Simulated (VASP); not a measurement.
A run of VASP 6.6.1:

Contents of INCAR:

```
SYSTEM = Al4O
PREC     = Accurate       ! precision mode
ENCUT    = 600            ! plane-wave cutoff, eV
EDIFF    = 1E-6           ! SCF threshold, eV
ISMEAR   = 0              ! smearing method
SIGMA    = 0.1            ! smearing width, eV
LREAL    = .FALSE.        ! projectors in reciprocal space
LASPH    = .TRUE.         ! aspherical terms in the spheres
NELM     = 100            ! most SCF steps
ALGO     = Normal         ! electronic algorithm
ISIF     = 3              ! what is computed and relaxed
LWAVE    = .FALSE.        ! write WAVECAR
LCHARG   = .FALSE.        ! write CHGCAR
GGA      = PE             ! functional
IBRION   = 2              ! ionic algorithm
NSW      = 90             ! ionic steps
EDIFFG   = -0.04          ! ionic threshold
```

File KPOINTS:

```
regular mesh
0
G
  6 6 6
  0 0 0
```

Contents of POSCAR:

```
Al4O
1.0
    5.6461871878      0.0000000000      0.0000000000
   -2.8230935939      4.8897415391      0.0000000000
    0.0000000000      0.0000000000      3.4322010279
Al O
4 1
Direct
    0.5000000000      0.0000000000      0.5000000000
    0.0000000000      0.5000000000      0.5000000000
    0.5000000000      0.5000000000      0.5000000000
    0.0000000000      0.0000000000      0.5000000000
    0.0000000000      0.0000000000      0.0000000000
```

Potentials or basis: VASP PAW PBE potentials, release 64 (Al, O).

Command:

```sh
$ cat potpaw_PBE.64/Al/POTCAR potpaw_PBE.64/O/POTCAR > POTCAR
$ mpirun -np 1 vasp_std > vasp.out
```

Hardware: 1 thread of AMD EPYC 9R45 (Zen 5), on a shared host.

**Question.** How long does it take, and how much memory?

**Answer.** Run time: 52 s on 1 thread of AMD EPYC 9R45 (Zen 5), with other jobs on the host, peak memory 0.22 GiB. Counts: scf iterations 27, k points 28, ion steps 3.
